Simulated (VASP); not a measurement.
Crystal: Bi2Te2O3.

```xyz
7
Lattice="4.6460 0.0000 0.0000 -2.3230 4.0235 0.0000 0.0000 0.0000 10.2689" Properties=species:S:1:pos:R:3 pbc="T T T"
Bi    0.0000    0.0000    0.0000
Bi    0.0000    0.0000    5.1344
Te    0.0000    0.0000    7.8580
Te    0.0000    0.0000    2.4108
O     2.3230    0.0000    0.0000
O    -1.1615    2.0118    0.0000
O     1.1615    2.0118    0.0000
```

The cell was built from a structure type or drawn by symmetry, and may not be a known phase.

| Quantity | Value |
| --- | --- |
| Program | VASP 6.6.1 |
| Task | relaxation of cell and atoms |
| Functional | PBE |
| Potentials or basis | VASP PAW PBE potentials, release 64 (Bi_d, Te, O) |
| Cutoff | 600 eV |
| k mesh | 3 × 3 × 2 |
| Occupations | gaussian, width 0.15 eV |
| Spin | no spin polarisation |

At the start: pressure 11.0 GPa; volume 27.42 Å³/atom.

Problem. How do energy, volume and symmetry change on relaxing?

Solution. Over 10 steps the energy falls by 460.1 meV/atom and the volume is 30.99 Å³/atom (+13.0 %); space group P6/mmm (No. 191, to 0.1 Å) before and after.

Step by step:
| step | energy change (eV) | largest force (eV/Å) | pressure (GPa) | volume (Å³) |
| --- | --- | --- | --- | --- |
| 1 | 0.0000 | 6.7825 | 10.97 | 191.96 |
| 2 | -2.5335 | 0.7040 | -3.84 | 244.20 |
| 3 | -3.0626 | 1.0463 | -1.46 | 220.02 |
| 4 | -3.0628 | 1.0679 | -1.40 | 219.46 |
| 5 | -3.0618 | 1.0974 | -1.29 | 218.78 |
| 6 | -3.1729 | 0.5975 | 0.28 | 212.16 |
| 7 | -3.1814 | 0.3666 | 0.95 | 209.81 |
| 8 | -3.2125 | 0.1222 | 0.52 | 213.05 |
| 9 | -3.2201 | 0.0734 | 0.20 | 215.78 |
| 10 | -3.2209 | 0.0503 | -0.13 | 216.96 |

Final structure:
```
Bi Te O
1.0
     4.63401    0.00000    0.00000
    -2.31700    4.01317    0.00000
     0.00000    0.00000   11.66633
Bi Te O
2 2 3
Cartesian
  0.0000 0.0000 0.0000
  0.0000 0.0000 5.8332
  4.6340 0.0000 8.5743
  0.0000 0.0000 3.0920
  2.3170 0.0000 0.0000
  -1.1585 2.0066 0.0000
  1.1585 2.0066 0.0000
```

Caveat: the k points lie up to 0.52 Å⁻¹ apart in the final cell; the relaxation stopped at a loose force limit of 0.08 eV/Å, so its end isn't a converged minimum.
